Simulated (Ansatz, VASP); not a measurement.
**One calculation of Ti, two programs**

POSCAR

```
Ti
1.0
    4.5680217062      0.0000000000      0.0000000000
   -2.2840108531      3.9560228426      0.0000000000
    0.0000000000      0.0000000000      2.8951770102
Ti
3
Direct
    0.0000000000      0.0000000000      0.0000000000
    0.3333333333      0.6666666667      0.5000000000
    0.6666666667      0.3333333333      0.5000000000
```

Contents of INCAR.step1:

```
SYSTEM = Ti
ALGO = Normal ; EDIFF = 1E-4
ENCUT = 520 ; GGA = PE
ISMEAR = 0 ; LASPH = .True.
LCHARG = .False. ; LREAL = .False.
LWAVE = .True. ; NBANDS = 25
NELM = 80 ; PREC = Accurate
SIGMA = 0.15
```

INCAR.step2

```
SYSTEM = Ti
ALGO = Normal ; EDIFF = 1E-6
ENCUT = 520 ; ISIF = 2
ISMEAR = 0 ; ISTART = 1
LASPH = .True. ; LCHARG = .False.
LMIXTAU = .True. ; LREAL = .False.
LWAVE = .False. ; METAGGA = R2SCAN
NBANDS = 25 ; NELM = 80
PREC = Accurate ; SIGMA = 0.15
```

The input KPOINTS:

```
k-points
0
Gamma
  12 12 16
  0 0 0
```

Input for Ansatz:

```yaml
crystal:
  lattice:
    - [4.5680217062, 0.0, 0.0]
    - [-2.2840108531, 3.9560228426, 0.0]
    - [0.0, 0.0, 2.8951770102]
  atoms:
    - { symbol: Ti, position: [0.0, 0.0, 0.0] }
    - { symbol: Ti, position: [0.3333333333, 0.6666666667, 0.5] }
    - { symbol: Ti, position: [0.6666666667, 0.3333333333, 0.5] }
basis:
  ecutwfc: 500
kpoints:
  mp_grid: { grid: [12, 12, 16] }
hamiltonian:
  xc: r2scan
scf:
  occupations: { method: gaussian, width: 0.15 }
output:
  forces: true
  stress: true
  eigenvalues: true
```

Change from the starting cell: strain +0.000 along x and y, +0.025 along z, atoms carried along.

Alike in both runs: task single point; functional r2SCAN; k mesh 12 × 12 × 16; occupations gaussian, width 0.15 eV; no spin polarisation.

|  | VASP | Ansatz |
| --- | --- | --- |
| version | VASP 6.6.1 | Ansatz 0.2.0 |
| potentials or method | VASP PAW PBE potentials, release 64 (Ti_sv), cutoff 520 eV | scalar-relativistic, plane waves, PAW |
| valence electrons in the cell | 36 | 36 |

VASP gave:

```
gap on the k mesh at the Fermi level (eV)                     : none
pressure (GPa)                                                : -2.6
traceless stress, the component that is largest in VASP (GPa) : -3.32
```

**Question.** Which values does Ansatz return?

**Answer.** gap on the k mesh at the Fermi level (eV): none; pressure (GPa): -2.9; traceless stress, the component that is largest in VASP (GPa): -3.26.

VASP's potentials were made for PBE, not for r2SCAN. A gap of «none» marks a metal or a gap that the smearing closes. With one functional, cell and mesh, what is left measures potentials, basis and numerics.
